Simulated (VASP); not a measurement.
**HfC: single point with PBE**

The system is HfC.

```
Hf C
1.0
     0.00000    2.25525    2.25525
     2.25525    0.00000    2.25525
     2.25525    2.25525    0.00000
Hf C
1 1
Direct
  0.50000 0.50000 0.50000
  0.00000 0.00000 0.00000
```

This cell differs from its parent crystal: strain -0.030 along x and y, -0.030 along z.

* Program: VASP 6.6.1
* Task: single point
* Functional: PBE
* Potentials or basis: VASP PAW PBE potentials, release 64 (Hf_pv, C)
* Cutoff: 520 eV
* k mesh: 18 × 18 × 18
* Occupations: gaussian, width 0.15 eV
* Spin: no spin polarisation

- Pressure: 25.7 GPa
- Band gap on the k mesh: zero (band 7 reaches 7.73 eV, above the bottom of band 8 at 6.26 eV)

Levels at points of the mesh, in eV from the Fermi level:
```tsv
k point	band 3	band 4	band 5	band 6	band 7	band 8	band 9	band 10	band 11	band 12
(0.00, 0.00, 0.00)	-29.13	-12.77	1.05	1.05	1.05	1.41	1.41	1.41	3.68	3.68
(0.50, 0.00, 0.00)	-29.22	-8.45	-6.57	-3.32	-3.32	5.86	5.86	6.38	7.02	12.62
(0.50, 0.50, 0.00)	-29.45	-10.85	-2.46	-2.11	0.01	0.01	5.86	7.50	7.50	9.65
```

Run time: 16 s on 1 thread of Intel(R) Xeon(R) 6975P-C (Granite Rapids), with other jobs on the host, peak memory 0.19 GiB.

Caveat: the cell differs from its parent crystal (strain -0.030 along x and y, -0.030 along z); spin-orbit coupling is left out, which moves the levels of the heavy elements.
